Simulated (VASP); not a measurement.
Input of a VASP 6.6.1 run:

INCAR

```
SYSTEM = MgF2
  PREC = Accurate
  ENCUT = 600
  EDIFF = 1E-6
  ISMEAR = -1
  SIGMA = 0.1
  LREAL = .False.
  LASPH = .True.
  NELM = 120
  ALGO = Normal
  ISIF = 2
  LWAVE = .False.
  LCHARG = .False.
  GGA = PE
  NBANDS = 25
  GGA_COMPAT = .False.
```

KPOINTS

```
Automatic mesh
0
Gamma
  7 7 10
  0 0 0
```

Contents of POSCAR:

```
MgF2
1.0
    4.5932954218      0.0000000000      0.0000000000
    0.0000000000      4.5932954218      0.0000000000
    0.0000000000      0.0000000000      3.0409051050
Mg F
2 4
Direct
    0.0000000000      0.0000000000      0.0000000000
    0.5000000000      0.5000000000      0.5000000000
    0.3024821974      0.3024821974      0.0000000000
    0.6975178026      0.6975178026      0.0000000000
    0.8024821974      0.1975178026      0.5000000000
    0.1975178026      0.8024821974      0.5000000000
```

Potentials or basis: VASP PAW PBE potentials, release 64 (Mg, F).

Command:

```console
$ cat potpaw_PBE.64/Mg/POTCAR potpaw_PBE.64/F/POTCAR > POTCAR
$ mpirun -np 1 vasp_std > vasp.out
```

Q: Estimate the band gap on the k mesh.

A: 7.21 eV.

Q: Predict the pressure.

A: 5.4 GPa.

Stress tensor (GPa, compression positive):
```
5.45 0.00 0.00
0.00 5.45 0.00
0.00 0.00 5.37
```

Caveat: the cell stands under pressure; an odd mesh through Γ misses points on the zone boundary, where band edges can lie.
